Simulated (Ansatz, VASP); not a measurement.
This is a calculation of LiCl for Ansatz 0.2.0.

File input.yaml:

```yaml
crystal:
  lattice:
    - [0.0, 2.56477, 2.56477]
    - [2.56477, 0.0, 2.56477]
    - [2.56477, 2.56477, 0.0]
  atoms:
    - { symbol: Cl, position: [0.494358, 0.520088, 0.481594] }
    - { symbol: Li, position: [0.007381, -0.022718, 0.003587] }
kpoints:
  mp_grid: { grid: [9, 9, 9] }
scf:
  occupations: { method: fermi_dirac, width: 0.05 }
hamiltonian:
  xc: pbe
  pseudopotentials: { kind: all_electron, lapw: { basis_error: 0.001 } }
output:
  forces: true
  stress: true
  eigenvalues: true
  populations: true
```

Potentials or basis: all-electron LAPW, scalar-relativistic.

Command:

```console
$ ansatz run input.yaml --threads 1 --pin off --max-ram 3072MiB --backend cpu --events-out ev --progress --plain --runs-dir out
```

**Question.** Translate it to VASP 6.6.1. Potentials there: VASP PAW PBE potentials, release 64 (Cl, Li_sv).

**Answer.** As run (the cutoff follows the program's own potentials):

File INCAR:

```
PREC = Accurate ; ENCUT = 520
EDIFF = 1E-6 ; ISMEAR = -1
SIGMA = 0.05 ; LREAL = False
LASPH = True ; NELM = 100
ALGO = Normal ; ISIF = 2
LWAVE = False ; LCHARG = False
GGA = PE ; NBANDS = 12
```

KPOINTS

```
Automatic mesh
0
Gamma
  9 9 9
```

File POSCAR:

```
LiCl
1.0
    0.0000000000      2.5647700000      2.5647700000
    2.5647700000      0.0000000000      2.5647700000
    2.5647700000      2.5647700000      0.0000000000
Cl Li
1 1
Direct
    0.4943580000      0.5200880000      0.4815940000
    0.0073810000     -0.0227180000      0.0035870000
```

Potentials or basis: VASP PAW PBE potentials, release 64 (Cl, Li_sv).

Launch:

```sh
$ cat potpaw_PBE.64/Cl/POTCAR potpaw_PBE.64/Li_sv/POTCAR > POTCAR
$ mpirun -np 1 vasp_std > vasp.out
```

Both were run:

|  | VASP | Ansatz | Ansatz less VASP |
| --- | --- | --- | --- |
| gap on the k mesh at the Fermi level (eV) | 6.33 | 6.31 | -0.015 |
| least direct gap on the mesh (eV) | 6.33 | 6.31 | -0.015 |
| rms of the force components (eV/Å) | 0.051 | 0.050 | -0.0003 |

Atom by atom the forces differ by 0.000 eV/Å (rms over components). Ansatz ran all-electron here, and VASP with PAW potentials.

Noted on VASP's run: the cutoff is short for stress, so the pressure is rough.
